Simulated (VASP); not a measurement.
TaSb (zincblende type): relaxation of cell and atoms with PBE

TaSb (zincblende type):

```xyz
2
Lattice="0.0000 2.7413 2.7413 2.7413 0.0000 2.7413 2.7413 2.7413 0.0000" Properties=species:S:1:pos:R:3 pbc="T T T"
Ta    0.0000    0.0000    0.0000
Sb    1.3706    1.3706    1.3706
```

```
Program                : VASP 6.6.1
Task                   : relaxation of cell and atoms
Functional             : PBE
Potentials or basis    : VASP PAW PBE potentials, release 64 (Ta_pv, Sb)
Cutoff                 : 600 eV
k mesh                 : 12 × 12 × 12
Occupations            : fermi-dirac, width 0.05 eV
Spin                   : no spin polarisation
Target pressure        : 71 GPa
Dipole correction      : no
Further INCAR settings : ALGO = Normal; EDIFF = 1e-06; IBRION = 2; EDIFFG = -0.005; NSW = 32; ISIF = 3
```

```yaml
Relaxed_volume: 20.58 Å³/atom
Relaxed_cell: a = 3.875 Å, b = 3.875 Å, c = 3.875 Å, α = 60.00°, β = 60.00°, γ = 60.00°
Space_group_after_relaxing_to_0.1_Å: F-43m (No. 216)
Energy_change_on_relaxing_the_run_minimises_the_enthalpy: +10.4 meV/atom
Ionic_steps: 3
Pressure_after_relaxing: 71.0 GPa
Band_gap_on_the_k_mesh: zero (bands 8 and 9 overlap by 0.73 eV)
```

The path:
```tsv
step	energy change (eV)	largest force (eV/Å)	pressure (GPa)	volume (Å³)
1	0.0000	0.0000	70.65	41.20
2	0.1191	0.0000	72.70	40.93
3	0.0207	0.0000	71.03	41.15
```

Final structure:
```xyz
2
Lattice="0.0000 2.7403 2.7403 2.7403 0.0000 2.7403 2.7403 2.7403 0.0000" Properties=species:S:1:pos:R:3 pbc="T T T"
Ta    0.0000    0.0000    0.0000
Sb    1.3701    1.3701    1.3701
```

Levels at points of the mesh, in eV from the Fermi level:
```
           k point  band 5  band 6  band 7  band 8  band 9  band 10  band 11  band 12
(0.00, 0.00, 0.00)   -3.89   -3.89   -3.89    0.04    0.04     4.44     7.00     7.00
(0.50, 0.00, 0.00)   -5.49   -3.42   -3.42    0.54    0.54     0.60     4.42     4.42
(0.50, 0.50, 0.00)   -6.35   -1.88   -1.75   -1.75    0.63     0.69     1.56     1.56
```

Run time: 38 s on 1 thread of Intel(R) Xeon(R) 6975P-C (Granite Rapids), on a shared host, peak memory 0.21 GiB.

Caveat: the cell is relaxed towards a set pressure, so the run minimises the enthalpy, not the energy; spin-orbit coupling is left out, which moves the levels of the heavy elements.
